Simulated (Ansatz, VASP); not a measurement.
Given: the input of a run of VASP 6.6.1 on TePb.

The input INCAR:

```
SYSTEM = TePb
PREC = Accurate
ENCUT = 520
EDIFF = 1E-7
ISMEAR = 1
SIGMA = 0.1
LREAL = .FALSE.
LASPH = .TRUE.
NELM = 150
ALGO = Normal
ISIF = 2
LWAVE = .FALSE.
LCHARG = .FALSE.
ISPIN = 2
MAGMOM = 0.01 0
LORBIT = 11
GGA = CA
NBANDS = 21
```

File KPOINTS:

```
Automatic mesh
0
G
  7 7 7
  0 0 0
```

File POSCAR:

```
TePb
1.0
    0.0000000000      3.2310000000      3.2310000000
    3.2310000000      0.0000000000      3.2310000000
    3.2310000000      3.2310000000      0.0000000000
Pb Te
1 1
Direct
    0.0000000000      0.0000000000      0.0000000000
    0.5000000000      0.5000000000      0.5000000000
```

Potentials or basis: VASP PAW LDA potentials, release 64 (Pb_d, Te).

Command:

```console
$ cat potpaw_LDA.64/Pb_d/POTCAR potpaw_LDA.64/Te/POTCAR > POTCAR
$ mpirun -np 1 vasp_std > vasp.out
```

**Question.** Translate it to Ansatz 0.2.0. Potentials there: all-electron LAPW, scalar-relativistic.

**Answer.** As run (the cutoff follows the program's own potentials):

File input.yaml:

```yaml
crystal:
  lattice:
    - [0.0, 3.231, 3.231]
    - [3.231, 0.0, 3.231]
    - [3.231, 3.231, 0.0]
  atoms:
    - { symbol: Pb, position: [0.0, 0.0, 0.0], spin: 0.01 }
    - { symbol: Te, position: [0.5, 0.5, 0.5] }
kpoints:
  mp_grid: { grid: [7, 7, 7] }
scf:
  occupations: { method: methfessel_paxton, width: 0.1 }
hamiltonian:
  xc: lda
  pseudopotentials: { kind: all_electron, lapw: { basis_error: 0.001 } }
magnetization:
  spin_polarized: true
output:
  forces: true
  stress: true
  eigenvalues: true
```

Potentials or basis: all-electron LAPW, scalar-relativistic.

The run is started by

```console
$ ansatz run input.yaml --threads 1 --pin off --max-ram 2560MiB --backend cpu --events-out ev --progress --plain --runs-dir out
```

Both were run:

|  | VASP | Ansatz | Ansatz less VASP |
| --- | --- | --- | --- |
| pressure (GPa) | -1.7 | -1.7 | -0.04 |
| net moment per atom (μB) | 0.00 | 0.00 | 0.000 |

LDA's correlation is that of Perdew and Zunger in VASP and of Perdew and Wang (1992) in Ansatz. Ansatz ran all-electron here, and VASP with PAW potentials.

Neither program's run includes spin-orbit coupling.
